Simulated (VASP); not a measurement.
Here is a VASP 6.6.1 calculation.

Contents of INCAR:

```
  PREC = Accurate
  ENCUT = 520
  EDIFF = 1E-7
  ISMEAR = -1
  SIGMA = 0.05
  LREAL = False
  LASPH = True
  NELM = 60
  ALGO = Normal
  ISIF = 2
  LWAVE = False
  LCHARG = False
  GGA = RP
  IVDW = 13
  NBANDS = 16
```

The input KPOINTS:

```
regular mesh
0
Gamma
  7 7 5
```

POSCAR

```
Te
1.0
    4.2128985240      0.0000000000      0.0000000000
   -2.1064492620      3.6484771454      0.0000000000
    0.0000000000      0.0000000000      6.0048630288
Te
3
Direct
    0.7072829108      0.7072829108      0.0000000000
    0.0000000000      0.2927170892      0.6666666667
    0.2927170892      0.0000000000      0.3333333333
```

Potentials or basis: VASP PAW PBE potentials, release 64 (Te).

Launch:

```sh
$ cat potpaw_PBE.64/Te/POTCAR > POTCAR
$ mpirun -np 1 vasp_std > vasp.out
```

Predict the dispersion energy per atom.

-0.970 eV.

Estimate the band gap on the k mesh.

0.50 eV (least direct gap 0.52 eV).

Predict the pressure.

0.0 GPa.

Forces in eV/Å, atoms in the order of the input:
```
Te  -0.001 -0.002  0.000
Te  -0.001  0.002  0.000
Te   0.002  0.000  0.000
```

Caveat: the PAW data sets were made with another functional, which shifts forces and pressure a little; spin-orbit coupling is left out, which moves the levels of the heavy elements; an odd mesh through Γ misses points on the zone boundary, where band edges can lie. RPBE gaps usually lie below the measured ones, often by a third to a half.
